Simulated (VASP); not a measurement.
## CdPtC6N6: electric field gradients with PBE

CdPtC6N6:

```
Cd Pt C N
1.0
     0.00000    5.47305    5.47305
     5.47305    0.00000    5.47305
     5.47305    5.47305    0.00000
Cd Pt C N
1 1 6 6
Direct
  0.50000 0.50000 0.50000
  0.00000 0.00000 0.00000
  0.81440 0.18560 0.81440
  0.81440 0.18560 0.18560
  0.18560 0.81440 0.18560
  0.18560 0.81440 0.81440
  0.81440 0.81440 0.18560
  0.18560 0.18560 0.81440
  0.71420 0.28580 0.71420
  0.71420 0.28580 0.28580
  0.28580 0.71420 0.28580
  0.28580 0.71420 0.71420
  0.71420 0.71420 0.28580
  0.28580 0.28580 0.71420
```

```json
{
 "Program": "VASP 6.6.1",
 "Task": "electric field gradients",
 "Functional": "PBE",
 "Potentials or basis": "VASP PAW PBE potentials, release 64 (Cd, Pt, C, N)",
 "Cutoff": "520 eV",
 "k mesh": "5 × 5 × 5",
 "Occupations": "fermi-dirac, width 0.05 eV",
 "Spin": "no spin polarisation",
 "Dipole correction": "no",
 "Further INCAR settings": "ALGO = Normal; EDIFF = 1e-08; NBANDS = 51"
}
```

```json
{"Pressure": "9.9 GPa", "Largest force": "10.015 eV/Å", "Band gap on the k mesh": "5.47 eV (least direct gap 5.58 eV)", "Largest electric field gradient by atom": "Cd +0.0; Pt -0.0; C -53.5; N -86.1 V/Å²"}
```

Forces in eV/Å, atoms in the order of the input:
```
Cd    0.000   0.000   0.000
Pt    0.000   0.000   0.000
C     0.000  10.015   0.000
C   -10.015   0.000   0.000
C     0.000 -10.015   0.000
C    10.015   0.000   0.000
C     0.000   0.000  10.015
C     0.000   0.000 -10.015
N     0.000  -9.650   0.000
N     9.650   0.000   0.000
N     0.000   9.650   0.000
N    -9.650   0.000   0.000
N     0.000   0.000  -9.650
N     0.000   0.000   9.650
```

Levels at points of the mesh, in eV from the valence-band top:
```
           k point  band 34  band 35  band 36  band 37  band 38  band 39  band 40  band 41  band 42  band 43
(0.00, 0.00, 0.00)    -0.60    -0.60    -0.60    -0.47    -0.47     5.71     5.71     7.18     7.18     7.18
```

Electric field gradients, principal values (V/Å²):
| atom | least | middle | greatest (by size) |
| --- | --- | --- | --- |
| 1 Cd | -0.002 | -0.002 | 0.005 |
| 2 Pt | -0.001 | -0.001 | 0.001 |
| 3 C | 26.732 | 26.732 | -53.464 |
| 4 C | 26.732 | 26.732 | -53.464 |
| 5 C | 26.732 | 26.732 | -53.464 |
| 6 C | 26.732 | 26.732 | -53.464 |
| 7 C | 26.732 | 26.732 | -53.464 |
| 8 C | 26.732 | 26.732 | -53.464 |
| 9 N | 43.052 | 43.052 | -86.104 |
| 10 N | 43.052 | 43.052 | -86.104 |
| 11 N | 43.052 | 43.052 | -86.104 |
| 12 N | 43.052 | 43.052 | -86.104 |
| 13 N | 43.052 | 43.052 | -86.104 |
| 14 N | 43.052 | 43.052 | -86.104 |

Run time: 7.2 min on 1 thread of Intel(R) Xeon(R) Platinum 8488C (Sapphire Rapids), on a shared host, peak memory 0.6 GiB.

Caveat: the cell stands under pressure; without QUAD_EFG the Cq values of the log hold for a quadrupole moment of 1 mb, not for the nuclei; spin-orbit coupling is left out, which moves the levels of the heavy elements; an odd mesh through Γ misses points on the zone boundary, where band edges can lie; forces of over 1 eV/Å act on the atoms, so gaps and moduli don't describe the material at rest.
